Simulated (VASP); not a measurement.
Set up this calculation in VASP 6.6.1, as the native input.

```yaml
Task: single point
Functional: LDA
Potentials_or_basis: VASP PAW LDA potentials, release 64 (Zn, S)
Cutoff: 520 eV
k_mesh: 9 × 9 × 6
Occupations: gaussian, width 0.01 eV
Spin: no spin polarisation
Dipole_correction: no
Further_INCAR_settings: ALGO = Normal; EDIFF = 1e-06; NBANDS = 26
```

The structure of ZnS (lda) lies in POSCAR:

```
ZnS
1.0
    3.7381765707      0.0000000000      0.0000000000
   -1.8690882854      3.2373558741      0.0000000000
    0.0000000000      0.0000000000      6.1427593467
Zn S
2 2
Direct
    0.3333333333      0.6666666667     -0.0467277822
    0.6666666667      0.3333333333      0.4532722178
    0.3333333333      0.6666666667      0.4217277822
    0.6666666667      0.3333333333      0.9217277822
```

These files were run (other wordings do the same):

INCAR

```
SYSTEM = ZnS
PREC     = Accurate       ! precision mode
ENCUT    = 520            ! plane-wave cutoff, eV
EDIFF    = 1E-6           ! SCF threshold, eV
ISMEAR   = 0              ! smearing method
SIGMA    = 0.01           ! smearing width, eV
LREAL    = .FALSE.        ! projectors in reciprocal space
LASPH    = .TRUE.         ! aspherical terms in the spheres
NELM     = 60             ! most SCF steps
ALGO     = Normal         ! electronic algorithm
ISIF     = 2              ! what is computed and relaxed
LWAVE    = .FALSE.        ! write WAVECAR
LCHARG   = .FALSE.        ! write CHGCAR
GGA      = CA             ! functional
NBANDS   = 26             ! bands
```

KPOINTS

```
regular mesh
0
G
  9 9 6
  0 0 0
```

Potentials or basis: VASP PAW LDA potentials, release 64 (Zn, S).

Command:

```console
$ cat potpaw_LDA.64/Zn/POTCAR potpaw_LDA.64/S/POTCAR > POTCAR
$ mpirun -np 1 vasp_std > vasp.out
```

Results of the run:

| Quantity | Value |
| --- | --- |
| Pressure | 6.1 GPa |
| Largest force | 0.574 eV/Å |
| Band gap on the k mesh | 2.59 eV, direct |

Run time: 59 s on 1 thread of Intel(R) Xeon(R) Platinum 8259CL CPU @ 2.50GHz (Skylake/Cascade Lake), on a shared host, peak memory 0.21 GiB.
